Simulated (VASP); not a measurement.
# SiO2 (I4/mmm) in VASP: further runs

The runs below take SiO2 through relaxation of cell and atoms, single point, with RPBE, r2SCAN+rVV10, LDA.

All numbers are computed with VASP 6.6.1; they aren't measurements. Logs are shortened: lines on timing, memory, paths and dates and some standing lists are left out, and cuts for length are marked.

### Step 1. The cell of the first run

Symmetry: I4/mmm, No. 139, tetragonal system. The conventional cell has a = 8.944 Å, b = 8.944 Å, c = 5.224 Å, α = 90.00°, β = 90.00°, γ = 90.00°. Within 2.1 Å of Si (site symmetry m2m) lie 4 O at 1.60 to 1.61 Å. O (site symmetry m2m) has 2 Si at 1.61 Å within 2.1 Å. Within 2.1 Å of O (site symmetry 2/m) lie 2 Si at 1.60 Å.

### Step 2. Relaxation of cell and atoms, RPBE

INCAR reads:

```
PREC = Accurate
ENCUT = 600
EDIFF = 1E-6
ISMEAR = -1
SIGMA = 0.05
LREAL = F
LASPH = T
NELM = 80
ALGO = Normal
ISIF = 3
LWAVE = F
LCHARG = F
GGA = RP
IBRION = 2
NSW = 60
EDIFFG = -0.01
```

KPOINTS reads:

```
regular mesh
0
Gamma
  6 6 6
```

POSCAR reads:

```
SiO2
1.0
   -4.4720405200      4.4720405200      2.6117703500
    4.4720405200     -4.4720405200      2.6117703500
    4.4720405200      4.4720405200     -2.6117703500
Si O
4 8
Direct
    0.8231114200      0.8231114200      0.6462228400
    0.1768885800      0.8231114200      0.0000000000
    0.8231114200      0.1768885800      0.0000000000
    0.1768885800      0.1768885800      0.3537771600
    0.0000000000      0.7914513400      0.7914513400
    0.2085486600      0.0000000000      0.2085486600
    0.7914513400      0.0000000000      0.7914513400
    0.0000000000      0.2085486600      0.2085486600
    0.0000000000      0.0000000000      0.5000000000
    0.5000000000      0.0000000000      0.0000000000
    0.0000000000      0.5000000000      0.0000000000
    0.5000000000      0.5000000000      0.5000000000
```

Potentials or basis: VASP PAW PBE potentials, release 64 (Si, O).

The run is started by

```bash
$ cat potpaw_PBE.64/Si/POTCAR potpaw_PBE.64/O/POTCAR > POTCAR
$ mpirun -np 1 vasp_std > vasp.out
```

OUTCAR:

```text
PREC = Accurate
   ENCUT = 600
   EDIFF = 1E-6
   ISMEAR = -1
   LREAL = F
   LASPH = T
   NELM = 80
   ISIF = 3
   GGA = RP
   IBRION = 2
   NSW = 60
   EDIFFG = -0.01

 ion  position               nearest neighbor table
   1  0.823  0.823  0.646-   9 1.60  12 1.60   5 1.61   7 1.61
   2  0.177  0.823  0.000-  10 1.60  11 1.60   5 1.61   6 1.61
   3  0.823  0.177  0.000-  11 1.60  10 1.60   7 1.61   8 1.61
   4  0.177  0.177  0.354-  12 1.60   9 1.60   6 1.61   8 1.61
   5  0.000  0.791  0.791-   1 1.61   2 1.61
   6  0.209  0.000  0.209-   2 1.61   4 1.61
   7  0.791  0.000  0.791-   1 1.61   3 1.61
   8  0.000  0.209  0.209-   3 1.61   4 1.61
   9  0.000  0.000  0.500-   1 1.60   4 1.60
  10  0.500  0.000  0.000-   2 1.60   3 1.60
  11  0.000  0.500  0.000-   3 1.60   2 1.60
  12  0.500  0.500  0.500-   4 1.60   1 1.60

  LATTYP: Found a body centered tetragonal cell.
 ALAT       =     8.9440810400
 C/A-ratio  =     0.5840220674

  Lattice vectors:

 A1 = (  -4.4720405200,   4.4720405200,   2.6117703500)
 A2 = (   4.4720405200,  -4.4720405200,   2.6117703500)
 A3 = (   4.4720405200,   4.4720405200,  -2.6117703500)

Analysis of symmetry for initial positions (statically):
=====================================================================
 Subroutine PRICEL returns:
 Original cell was already a primitive cell.

 Routine SETGRP: Setting up the symmetry group for a
 body centered tetragonal supercell.

 Subroutine GETGRP returns: Found 16 space group operations
 (whereof 16 operations were pure point group operations)
 out of a pool of 16 trial point group operations.

The static configuration has the point symmetry D_4h.

Analysis of symmetry for dynamics (positions and initial velocities):
=====================================================================
 Subroutine PRICEL returns:
 Original cell was already a primitive cell.

 Routine SETGRP: Setting up the symmetry group for a
 body centered tetragonal supercell.

 Subroutine GETGRP returns: Found 16 space group operations
 (whereof 16 operations were pure point group operations)
 out of a pool of 16 trial point group operations.

The dynamic configuration has the point symmetry D_4h.

 Subroutine INISYM returns: Found 16 space group operations
 (whereof 16 operations are pure point group operations),
 and found     1 'primitive' translations

----------------------------------------------------------------------------------------

                                     Primitive cell

  volume of cell :     208.9327

  direct lattice vectors                    reciprocal lattice vectors
    -4.472040520  4.472040520  2.611770350     0.000000000  0.111805785  0.191441028
     4.472040520 -4.472040520  2.611770350     0.111805785  0.000000000  0.191441028
[... 94 lines left out ...]
   NGXF,Y,Z  is equivalent  to a cutoff of  27.21, 27.21, 27.21 a.u.
 SYSTEM =  unknown system
   PREC   = accura    normal or accurate (medium, high low for compatibility)
   ISTART =      0    job   : 0-new  1-cont  2-samecut
   ICHARG =      2    charge: 1-file 2-atom 10-const
   ISPIN  =      1    spin polarized calculation?
   LNONCOLLINEAR =      F non collinear calculations
   LSORBIT =      F    spin-orbit coupling
   LASPH  =      T    aspherical Exc in radial PAW
   ENCUT  =  600.0 eV  44.10 Ry    6.64 a.u.  13.67 13.67 13.67*2*pi/ulx,y,z
   NELM   =     80;   NELMIN=  2; NELMDL= -5     # of ELM steps
   EDIFF  = 0.1E-05   stopping-criterion for ELM
   LREAL  =      F    real-space projection
   EDIFFG = -.1E-01   stopping-criterion for IOM
   NSW    =     60    number of steps for IOM
   IBRION =      2    ionic relax: 0-MD 1-quasi-New 2-CG
   NFREE  =      1    steps in history (QN), initial steepest desc. (CG)
   ISIF   =      3    stress and relaxation
   ISYM   =      2    0-nonsym 1-usesym 2-fastsym
   POTIM  = 0.5000    time-step for ionic-motion
   TEBEG  =    0.0;   TEEND  =   0.0 temperature during run
   PSTRESS=    0.0 pullay stress
   NELECT =      64.0000    total number of electrons
   NUPDOWN=      -1.0000    fix difference up-down
   EMIN   =  10.00;   EMAX   =-10.00  energy-range for DOS
   EFERMI =   0.00;   METHOD = LEGACY
   ISMEAR =    -1;   SIGMA  =   0.05  broadening in eV -4-tet -1-fermi 0-gaus
   EFERMI_NEDOS =   21; number of points for ismear=-14 and -15
   IALGO  =     38    algorithm
   IMIX   =      4    mixing-type and parameters
     AMIX     =   0.40;   BMIX     =  1.00
     AMIX_MAG =   1.60;   BMIX_MAG =  1.00
  volume/ion in A,a.u.               =      17.41       117.50
  Fermi-wavevector in a.u.,A,eV,Ry     =   1.103569  2.085442 16.570042  1.217864
  Thomas-Fermi vector in A             =   2.240029
   LORBIT       =      0    0 simple, 1 ext, 2 COOP (PROOUT), +10 PAW based schemes
   GGA     = RP    functional components
   LHFCALC =     F    Hartree Fock is set to
   AEXX    =    0.0000 exact exchange contribution
   IVDW    =     0    specifies the selected vdW correction
   LEPSILON=     F    determine dielectric tensor
   LRPA    =     F    only Hartree local field effects (RPA)
 conjugate gradient relaxation of ions
 non-spin polarized calculation
  energy-cutoff  :      600.00
  volume of cell :      208.93
 maximum number of plane-waves:      7006
 NGX is ok and might be reduce to    56
   NGX = 27   NGY = 27   NGZ = 27

--------------------------------------- Ionic step        1  -------------------------------------------

 number of electron      63.9999994 magnetization

 Free energy of the ion-electron system (eV)
  ---------------------------------------------------
  ext. energy  EPLUGINS =         0.00000000
  ---------------------------------------------------
  free energy    TOTEN  =       -91.12525807 eV

  energy without entropy =      -91.12525807  energy(sigma->0) =      -91.12525807

 E-fermi :   0.1801     XC(G=0):  -7.1886

 val. band max:       -0.9386522263   @ k =   0.5000   0.5000   0.5000
 cond. band min:       4.5430481798   @ k =   0.0000   0.0000   0.0000
 fundamental gap:      5.4817004061
 Fermi energy:         0.1800538467

 k-point     1 :       0.0000    0.0000    0.0000
  band No.  band energies     occupation
      1     -20.4831      2.00000
      2     -19.6274      2.00000
      3     -19.0946      2.00000
      4     -19.0946      2.00000
      5     -18.5091      2.00000
      6     -18.4732      2.00000
[... 1274 lines left out ...]
--------------------------------------- Ionic step        7  -------------------------------------------

 number of electron      63.9999993 magnetization

 Free energy of the ion-electron system (eV)
  ---------------------------------------------------
  ext. energy  EPLUGINS =         0.00000000
  ---------------------------------------------------
  free energy    TOTEN  =       -91.25236126 eV

  energy without entropy =      -91.25236126  energy(sigma->0) =      -91.25236126

 E-fermi :  -0.0119     XC(G=0):  -7.0805

 val. band max:       -1.1472538647   @ k =   0.0000   0.0000   0.0000
 cond. band min:       4.1878527187   @ k =   0.0000   0.0000   0.0000
 fundamental gap:      5.3351065834
 Fermi energy:        -0.0119158933

 k-point     1 :       0.0000    0.0000    0.0000
  band No.  band energies     occupation
      1     -20.5045      2.00000
      2     -19.6836      2.00000
      3     -19.1773      2.00000
      4     -19.1773      2.00000
      5     -18.6091      2.00000
      6     -18.5903      2.00000
[... 1038 lines left out ...]
  FREE ENERGIE OF THE ION-ELECTRON SYSTEM (eV)
  ---------------------------------------------------
  free  energy   TOTEN  =       -91.2523612616 eV

  energy  without entropy=      -91.2523612615  energy(sigma->0) =      -91.25236126

 reached required accuracy - stopping structural energy minimisation
```

Wall time 19 min (1 thread of Intel Xeon Platinum 8488C (Sapphire Rapids), shared host); peak memory 0.57 GiB.

Results:

* Free energy: -91.2524 eV
* Relaxed volume: 18.04 Å³/atom
* Relaxed cell: a = 6.921 Å, b = 6.921 Å, c = 6.921 Å, α = 98.41°, β = 98.41°, γ = 135.03°
* Space group after relaxing (to 0.1 Å): I4/mmm (No. 139)
* Energy gained by relaxing: 10.6 meV/atom
* Ionic steps: 7
* Pressure after relaxing: 0.0 GPa
* Largest force after relaxing: 0.006 eV/Å
* Band gap on the k mesh: 5.34 eV

Forces on the atoms (eV/Å):
```
Si   0.004  0.004  0.000
Si   0.004 -0.004  0.000
Si  -0.004  0.004  0.000
Si  -0.004 -0.004  0.000
O   -0.006  0.000  0.000
O    0.000  0.006  0.000
O    0.000 -0.006  0.000
O    0.006  0.000  0.000
O    0.000  0.000  0.000
O    0.000  0.000  0.000
O    0.000  0.000  0.000
O    0.000  0.000  0.000
```

Step by step:
| step | energy change (eV) | largest force (eV/Å) | pressure (GPa) | volume (Å³) |
| --- | --- | --- | --- | --- |
| 1 | 0.0000 | 0.2862 | 5.33 | 208.93 |
| 2 | 0.0754 | 0.3020 | -5.85 | 226.96 |
| 3 | -0.1269 | 0.0097 | -0.06 | 216.66 |
| 4 | -0.1269 | 0.0150 | 0.04 | 216.51 |
| 5 | -0.1270 | 0.0139 | 0.05 | 216.49 |
| 6 | -0.1271 | 0.0246 | 0.05 | 216.45 |
| 7 | -0.1271 | 0.0064 | 0.00 | 216.51 |

Final structure:
```
Si O
1.0
    -4.52184    4.52184    2.64719
     4.52184   -4.52184    2.64719
     4.52184    4.52184   -2.64719
Si O
4 8
Direct
  0.82301 0.82301 0.64602
  0.17699 0.82301 0.00000
  0.82301 0.17699 0.00000
  0.17699 0.17699 0.35398
  0.00000 0.79053 0.79053
  0.20947 0.00000 0.20947
  0.79053 0.00000 0.79053
  0.00000 0.20947 0.20947
  0.00000 0.00000 0.50000
  0.50000 0.00000 0.00000
  0.00000 0.50000 0.00000
  0.50000 0.50000 0.50000
```

Levels at points of the mesh, in eV from the valence-band top:
```tsv
k point	band 29	band 30	band 31	band 32	band 33	band 34	band 35	band 36
(0.00, 0.00, 0.00)	-0.79	-0.64	-0.02	0.00	5.34	8.20	8.42	8.46
(0.50, 0.00, 0.00)	-1.04	-0.73	-0.56	-0.24	7.48	7.64	8.51	8.68
(0.50, 0.50, 0.00)	-0.42	-0.37	-0.36	-0.23	6.50	6.82	8.46	8.76
(0.50, 0.50, 0.50)	-0.96	-0.18	0.00	0.00	7.42	7.42	7.56	7.86
```

Caveat: the PAW data sets were made with another functional, which shifts forces and pressure a little. A k mesh can miss the band edges.

### Step 3. Single point, r2SCAN+rVV10

This run uses another cell than the first one, of 17.37 Å³/atom.

POSCAR reads:

```
SiO2
1.0
   -4.4645958070      4.4645958070      2.6146086638
    4.4645958070     -4.4645958070      2.6146086638
    4.4645958070      4.4645958070     -2.6146086638
Si O
4 8
Direct
    0.8230009474      0.8230009474      0.6460018948
    0.1769990526      0.8230009474      0.0000000000
    0.8230009474      0.1769990526      0.0000000000
    0.1769990526      0.1769990526      0.3539981052
    0.0000000000      0.7909168139      0.7909168139
    0.2090831861      0.0000000000      0.2090831861
    0.7909168139      0.0000000000      0.7909168139
    0.0000000000      0.2090831861      0.2090831861
    0.0000000000      0.0000000000      0.5000000000
    0.5000000000      0.0000000000      0.0000000000
    0.0000000000      0.5000000000      0.0000000000
    0.5000000000      0.5000000000      0.5000000000
```

INCAR.step1 reads:

```
PREC     = Accurate       # precision mode
ENCUT    = 660            # plane-wave cutoff, eV
ISMEAR   = -1             # smearing method
SIGMA    = 0.05           # smearing width, eV
LREAL    = F              # projectors in reciprocal space
LASPH    = T              # aspherical terms in the spheres
NELM     = 120            # most SCF steps
NBANDS   = 44             # bands
GGA      = PE             # functional
ALGO     = Normal         # electronic algorithm
EDIFF    = 1E-5           # SCF threshold, eV
LWAVE    = T              # write WAVECAR
LCHARG   = F              # write CHGCAR
GGA_COMPAT= F
```

INCAR.step2 reads:

```
PREC     = Accurate       # precision mode
ENCUT    = 660            # plane-wave cutoff, eV
EDIFF    = 1E-6           # SCF threshold, eV
ISMEAR   = -1             # smearing method
SIGMA    = 0.05           # smearing width, eV
LREAL    = F              # projectors in reciprocal space
LASPH    = T              # aspherical terms in the spheres
NELM     = 120            # most SCF steps
ALGO     = Normal         # electronic algorithm
ISIF     = 2              # what is computed and relaxed
LWAVE    = F              # write WAVECAR
LCHARG   = F              # write CHGCAR
METAGGA  = R2SCAN         # meta-GGA
LMIXTAU  = T            
LUSE_VDW = T            
IVDW_NL  = 2            
BPARAM   = 11.95        
CPARAM   = 0.0093       
NBANDS   = 44             # bands
ISTART   = 1            
GGA_COMPAT= F
```

KPOINTS reads:

```
Automatic mesh
0
Gamma
  6 6 6
```

Potentials or basis: VASP PAW PBE potentials, release 64 (Si, O).

The run is started by

```bash
$ cat potpaw_PBE.64/Si/POTCAR potpaw_PBE.64/O/POTCAR > POTCAR
$ cp INCAR.step1 INCAR
$ mpirun -np 1 vasp_std > vasp.out
$ cp INCAR.step2 INCAR
$ mpirun -np 1 vasp_std > vasp.out
```

Wall time 35 min (1 thread of Intel Xeon Platinum 8375C at 2.90GHz (Ice Lake), shared host); peak memory 1.4 GiB.

Results (log left out):

- Free energy: -116.8143 eV
- Pressure: -0.1 GPa
- Largest force: 0.033 eV/Å
- Band gap on the k mesh: 5.89 eV

Forces on the atoms (eV/Å):
```
Si  -0.023 -0.023  0.000
Si  -0.023  0.023  0.000
Si   0.023 -0.023  0.000
Si   0.023  0.023  0.000
O    0.013  0.000  0.000
O    0.000 -0.013  0.000
O    0.000  0.013  0.000
O   -0.013  0.000  0.000
O    0.000  0.000  0.000
O    0.000  0.000  0.000
O    0.000  0.000  0.000
O    0.000  0.000  0.000
```

Levels at points of the mesh, in eV from the valence-band top:
```tsv
k point	band 29	band 30	band 31	band 32	band 33	band 34	band 35	band 36
(0.00, 0.00, 0.00)	-0.84	-0.68	-0.02	0.00	5.89	8.75	9.54	9.82
(0.50, 0.00, 0.00)	-1.12	-0.78	-0.59	-0.25	8.03	8.30	9.09	9.90
(0.50, 0.50, 0.00)	-0.46	-0.39	-0.38	-0.25	7.01	7.44	9.47	9.81
(0.50, 0.50, 0.50)	-1.03	-0.18	0.00	0.00	7.88	8.38	8.38	8.41
```

Caveat: the PAW data sets were made with another functional, which shifts forces and pressure a little. A k mesh can miss the band edges.

### Step 4. Relaxation of cell and atoms, LDA

INCAR reads:

```
PREC = Accurate
ENCUT = 600
EDIFF = 1E-7
ISMEAR = -1
SIGMA = 0.05
LREAL = False
LASPH = True
NELM = 100
ALGO = Normal
ISIF = 3
LWAVE = False
LCHARG = False
IBRION = 2
NSW = 60
EDIFFG = -0.01
```

KPOINTS reads:

```
regular mesh
0
Gamma
  6 6 6
```

POSCAR reads:

```
SiO2
1.0
   -4.4720405200      4.4720405200      2.6117703500
    4.4720405200     -4.4720405200      2.6117703500
    4.4720405200      4.4720405200     -2.6117703500
Si O
4 8
Direct
    0.8231114200      0.8231114200      0.6462228400
    0.1768885800      0.8231114200      0.0000000000
    0.8231114200      0.1768885800      0.0000000000
    0.1768885800      0.1768885800      0.3537771600
    0.0000000000      0.7914513400      0.7914513400
    0.2085486600      0.0000000000      0.2085486600
    0.7914513400      0.0000000000      0.7914513400
    0.0000000000      0.2085486600      0.2085486600
    0.0000000000      0.0000000000      0.5000000000
    0.5000000000      0.0000000000      0.0000000000
    0.0000000000      0.5000000000      0.0000000000
    0.5000000000      0.5000000000      0.5000000000
```

Potentials or basis: VASP PAW LDA potentials, release 64 (Si, O).

The run is started by

```bash
$ cat potpaw_LDA.64/Si/POTCAR potpaw_LDA.64/O/POTCAR > POTCAR
$ mpirun -np 1 vasp_std > vasp.out
```

Wall time 22 min (1 thread of AMD EPYC 7R13 (Zen 3), shared host); peak memory 0.43 GiB.

It converged, with:

- Free energy: -103.6616 eV
- Relaxed volume: 17.28 Å³/atom
- Relaxed cell: a = 6.823 Å, b = 6.823 Å, c = 6.823 Å, α = 98.41°, β = 98.41°, γ = 135.03°
- Space group after relaxing (to 0.1 Å): I4/mmm (No. 139)
- Energy gained by relaxing: 0.5 meV/atom
- Ionic steps: 8
- Pressure after relaxing: 0.0 GPa
- Band gap on the k mesh: 5.34 eV

Forces in eV/Å, atoms in the order of the input:
```
Si  -0.002 -0.002  0.000
Si  -0.002  0.002  0.000
Si   0.002 -0.002  0.000
Si   0.002  0.002  0.000
O    0.001  0.000  0.000
O    0.000 -0.001  0.000
O    0.000  0.001  0.000
O   -0.001  0.000  0.000
O    0.000  0.000  0.000
O    0.000  0.000  0.000
O    0.000  0.000  0.000
O    0.000  0.000  0.000
```

Step by step:
```tsv
step	energy change (eV)	largest force (eV/Å)	pressure (GPa)	volume (Å³)
1	0.0000	0.0305	-1.08	208.93
2	0.0045	0.0965	1.49	205.42
3	-0.0052	0.0257	-0.01	207.44
4	-0.0051	0.0266	0.01	207.41
5	-0.0052	0.0333	0.03	207.35
6	-0.0052	0.0205	0.02	207.37
7	-0.0053	0.0147	0.01	207.37
8	-0.0054	0.0027	-0.04	207.37
```

Final structure:
```
Si O
1.0
    -4.45762    4.45762    2.60904
     4.45762   -4.45762    2.60904
     4.45762    4.45762   -2.60904
Si O
4 8
Direct
  0.82302 0.82302 0.64604
  0.17698 0.82302 0.00000
  0.82302 0.17698 0.00000
  0.17698 0.17698 0.35396
  0.00000 0.79113 0.79113
  0.20887 0.00000 0.20887
  0.79113 0.00000 0.79113
  0.00000 0.20887 0.20887
  0.00000 0.00000 0.50000
  0.50000 0.00000 0.00000
  0.00000 0.50000 0.00000
  0.50000 0.50000 0.50000
```

Levels at points of the mesh, in eV from the valence-band top:
| k point | band 28 | band 29 | band 30 | band 31 | band 32 | band 33 | band 34 | band 35 | band 36 | band 37 |
| --- | --- | --- | --- | --- | --- | --- | --- | --- | --- | --- |
| (0.00, 0.00, 0.00) | -1.39 | -0.85 | -0.70 | -0.02 | 0.00 | 5.34 | 8.22 | 8.43 | 8.89 | 9.01 |
| (0.50, 0.00, 0.00) | -1.17 | -1.13 | -0.79 | -0.60 | -0.25 | 7.59 | 7.59 | 8.54 | 8.87 | 9.19 |
| (0.50, 0.50, 0.00) | -0.77 | -0.46 | -0.39 | -0.39 | -0.25 | 6.46 | 6.88 | 8.54 | 8.74 | 9.44 |
| (0.50, 0.50, 0.50) | -1.05 | -1.05 | -0.17 | 0.00 | 0.00 | 7.44 | 7.59 | 7.59 | 7.96 | 8.50 |

A k mesh can miss the band edges.

(Continued in part 2 of 2.)
